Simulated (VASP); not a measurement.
Here is a VASP 6.6.1 calculation.

File INCAR:

```
  PREC = Accurate
  ENCUT = 600
  EDIFF = 1E-6
  ISMEAR = -1
  SIGMA = 0.02
  LREAL = F
  LASPH = T
  NELM = 60
  ALGO = Normal
  ISIF = 3
  LWAVE = F
  LCHARG = F
  GGA = PS
  IBRION = 2
  NSW = 80
  EDIFFG = -0.005
```

The input KPOINTS:

```
regular mesh
0
Gamma
  6 6 6
```

POSCAR

```
InAs
1.0
    0.0000000000      3.0944669362      3.0944669362
    3.0944669362      0.0000000000      3.0944669362
    3.0944669362      3.0944669362      0.0000000000
In As
1 1
Direct
    0.0000000000      0.0000000000      0.0000000000
    0.2500000000      0.2500000000      0.2500000000
```

Potentials or basis: VASP PAW PBE potentials, release 64 (In_d, As).

Run with:

```sh
$ cat potpaw_PBE.64/In_d/POTCAR potpaw_PBE.64/As/POTCAR > POTCAR
$ mpirun -np 1 vasp_std > vasp.out
```

Problem. What does it give for the space group after relaxing (to 0.1 Å)?

Solution. F-43m (No. 216).

Problem. Estimate the relaxed cell.

Solution. a = 4.309 Å, b = 4.309 Å, c = 4.309 Å, α = 60.00°, β = 60.00°, γ = 60.00°.

Step by step:
| step | energy change (eV) | largest force (eV/Å) | pressure (GPa) | volume (Å³) |
| --- | --- | --- | --- | --- |
| 1 | 0.0000 | 0.0000 | -2.32 | 59.26 |
| 2 | -0.0177 | 0.0000 | 0.97 | 55.66 |
| 3 | -0.0203 | 0.0000 | 0.03 | 56.58 |

Caveat: the PAW data sets were made with another functional, which shifts forces and pressure a little.
